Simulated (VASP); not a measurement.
Write the native input for VASP 6.6.1 that does the following.

- Task: single point
- Functional: PBE
- Potentials or basis: VASP PAW PBE potentials, release 64 (Ba_sv, H)
- Cutoff: 520 eV
- k mesh: 1 × 1 × 1
- Occupations: fermi-dirac, width 0.15 eV
- Spin: no spin polarisation
- Dipole correction: no
- Further INCAR settings: LREAL = Auto; ALGO = Normal; EDIFF = 1e-07; NBANDS = 94

The structure of Ba16H (a cell with a defect) lies in POSCAR:

```
Ba16H
1.0
   10.0400000000      0.0000000000      0.0000000000
    0.0000000000     10.0400000000      0.0000000000
    0.0000000000      0.0000000000     10.0400000000
Ba H
16 1
Direct
    0.0332669323      0.0242928287     -0.0008864542
    0.5509661355     -0.0208067729     -0.0185956175
   -0.0274003984      0.4646713147      0.0170418327
    0.0399103586      0.0249800797      0.5037749004
    0.2924302789      0.2567031873      0.2834163347
    0.4951095618      0.5135956175     -0.0232669323
    0.4966533865     -0.0338047809      0.4790936255
    0.7116035857      0.2791832669      0.2425896414
   -0.0203685259      0.5161454183      0.4925597610
    0.2365139442      0.7242231076      0.1979681275
    0.2685657371      0.2092629482      0.7988944223
    0.4949203187      0.5150597610      0.5093924303
    0.7434362550      0.7357370518      0.2361653386
    0.6718525896      0.2376992032      0.7563944223
    0.2700697211      0.7793426295      0.7750498008
    0.7500996016      0.7748007968      0.7531175299
    0.2240537849      0.0085756972      0.6575796813
```

One way to write it, as run:

INCAR

```
PREC = Accurate
ENCUT = 520
EDIFF = 1E-7
ISMEAR = -1
SIGMA = 0.15
LREAL = Auto
LASPH = True
NELM = 80
ALGO = Normal
ISIF = 2
LWAVE = False
LCHARG = False
GGA = PE
NBANDS = 94
```

KPOINTS

```
regular mesh
0
Gamma
  1 1 1
```

Potentials or basis: VASP PAW PBE potentials, release 64 (Ba_sv, H).

Command:

```console
$ cat potpaw_PBE.64/Ba_sv/POTCAR potpaw_PBE.64/H/POTCAR > POTCAR
$ mpirun -np 1 vasp_gam > vasp.out
```

Results of the run:

* Pressure: -0.3 GPa
* Largest force: 1.364 eV/Å

Caveat: the k points lie up to 0.63 Å⁻¹ apart.

Run time: 2.3 min on 1 thread of Intel(R) Xeon(R) 6975P-C (Granite Rapids), on a shared host, peak memory 0.9 GiB.
